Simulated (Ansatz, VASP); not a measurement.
ZrH in VASP and in Ansatz

```xyz
4
Lattice="3.2282 0.0000 0.0000 0.0000 3.2282 0.0000 0.0000 0.0000 4.9368" Properties=species:S:1:pos:R:3 pbc="T T T"
Zr    0.0000    1.6141    0.0000
Zr    1.6141    0.0000    2.4684
H     0.0000    0.0000    3.7026
H     0.0000    0.0000    1.2342
```

Alike in both runs: functional r2SCAN; k mesh 10 × 10 × 7; occupations fermi-dirac, width 0.1 eV; no spin polarisation.

Ansatz relaxed the structure, and its values are those at the end. VASP's run is a single point on that final structure, the one shown.

```csv
,VASP,Ansatz
version,VASP 6.6.1,Ansatz 0.2.0
potentials or method,"VASP PAW PBE potentials, release 64 (Zr_sv, H), cutoff 520 eV",PAW plane waves
valence electrons in the cell,26,26
```

|  | VASP | Ansatz | Ansatz less VASP |
| --- | --- | --- | --- |
| pressure (GPa) | 2.5 | 2.5 | +0.06 |

VASP's potentials were made for PBE, not for r2SCAN. The functional is the same, so the differences come from potentials, cutoffs and numerics. Ansatz's warnings: stress scf threshold loose.
